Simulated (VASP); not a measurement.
Set up this calculation in VASP 6.6.1, as the native input.

```
Task                   : single point
Functional             : PBEsol
Potentials or basis    : VASP PAW PBE potentials, release 64 (C, H)
Cutoff                 : 520 eV
k mesh                 : 6 × 7 × 1
Occupations            : gaussian, width 0.05 eV
Spin                   : collinear spin
Starting moments       : [0.0, 0.0, 0.0, 0.0, 0.0, 0.0, 0.0, 0.0, 0.0, 0.0, 0.0, 0.0, 1.0] μB
Dipole correction      : yes
Further INCAR settings : ALGO = Normal; EDIFF = 1e-07; NBANDS = 40
```

The structure of HC12 lies in POSCAR:

```
HC12
1.0
    4.9173188109      0.0000000000      0.0000000000
    0.6146780514      3.8391258797      0.0000000000
    0.0000000000      0.0000000000     20.2108743161
C H
12 1
Direct
    0.3590054871      0.1281660241      0.1979132588
    0.8590054871      0.1281660241      0.1979132588
    0.1025532572      0.1794433159      0.2316595767
    0.6025532572      0.1794433159      0.2316595767
    0.0897848593      0.2819706941      0.2991343083
    0.5897848593      0.2819706941      0.2991343083
    0.3334002075      0.3331078549      0.3318096857
    0.8334002075      0.3331078549      0.3318096857
    0.3193211503      0.4460785665      0.4022878746
    0.8193211503      0.4460785665      0.4022878746
    0.0634071465      0.4935789343      0.4309993808
    0.5634071465      0.4935789343      0.4309993808
    0.4384071465      1.2435789343      0.4696918834
```

These files were run (other wordings do the same):

INCAR

```
ALGO = Normal ; DIPOL = 0.5 0.5 0.327
EDIFF = 1E-7 ; ENCUT = 520
GGA = PS ; IDIPOL = 3
ISIF = 2 ; ISMEAR = 0
ISPIN = 2 ; LASPH = True
LCHARG = True ; LDIPOL = True
LELF = True ; LORBIT = 11
LREAL = False ; LVACPOTAV = True
LVHAR = True ; LWAVE = False
MAGMOM = 0 0 0 0 0 0 0 0 0 0 0 0 1 ; NBANDS = 40
NELM = 150 ; PREC = Accurate
SIGMA = 0.05
```

KPOINTS

```
k-points
0
Gamma
  6 7 1
```

Potentials or basis: VASP PAW PBE potentials, release 64 (C, H).

Launch:

```console
$ cat potpaw_PBE.64/C/POTCAR potpaw_PBE.64/H/POTCAR > POTCAR
$ mpirun -np 1 vasp_std > vasp.out
```

It gave:

The largest force is 5.487 eV/Å and the band gap on the k mesh is 0.27 eV (least direct gap 0.54 eV). The net moment is -1.00 μB per cell, the site moments are C -0.63, +0.02, +0.03, -0.10, -0.09, +0.09, -0.03, -0.04, +0.55, +0.17 (each value once); H -0.01 μB and the valence electrons inside the program's atomic spheres are C 2.43, 2.63, 2.66, 2.62, 2.61, 2.65, 2.53, 2.56 (each value once); H 0.43.

Caveat: the PAW data sets were made with another functional, which shifts forces and pressure a little.

Run time: 55 min on 1 thread of Oxide Virtual Turin-like Processor (shared host), peak memory 0.79 GiB.
